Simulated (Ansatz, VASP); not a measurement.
**LiReS2: VASP beside Ansatz**

```
CELL_PARAMETERS angstrom
1.62946 0.94077 6.68623
-1.62946 0.94077 6.68623
0.00000 -1.88153 6.68623
ATOMIC_POSITIONS crystal
Li 0.00000 0.00000 0.00000
Re 0.50000 0.50000 0.50000
S 0.24457 0.24457 0.24457
S 0.75543 0.75543 0.75543
```

Alike in both runs: functional PBE; k mesh 18 × 18 × 18; occupations gaussian, width 0.1 eV; no spin polarisation.

Ansatz relaxed the structure, and its values are those at the end. VASP's run is a single point on that final structure, the one shown.

|  | VASP | Ansatz |
| --- | --- | --- |
| version | VASP 6.6.1 | Ansatz 0.2.0 |
| potentials or method | VASP PAW PBE potentials, release 64 (Li_sv, Re, S), cutoff 520 eV | scalar-relativistic, plane waves, PAW |
| valence electrons in the cell | 22 | 30 |

```csv
,VASP,Ansatz,Ansatz less VASP
gap on the k mesh at the Fermi level (eV),none,none,-
rms of the force components (eV/Å),0.020,0.000,-0.0200
```

A gap of «none» marks a metal or a gap that the smearing closes. VASP's potentials hold 22 valence electrons a cell and Ansatz's 30, so a difference there can come from the potentials and not from the codes.

Neither program's run includes spin-orbit coupling. Noted on VASP's run: the cutoff is under 1.25 times that of the potentials, so the pressure is a little rough.
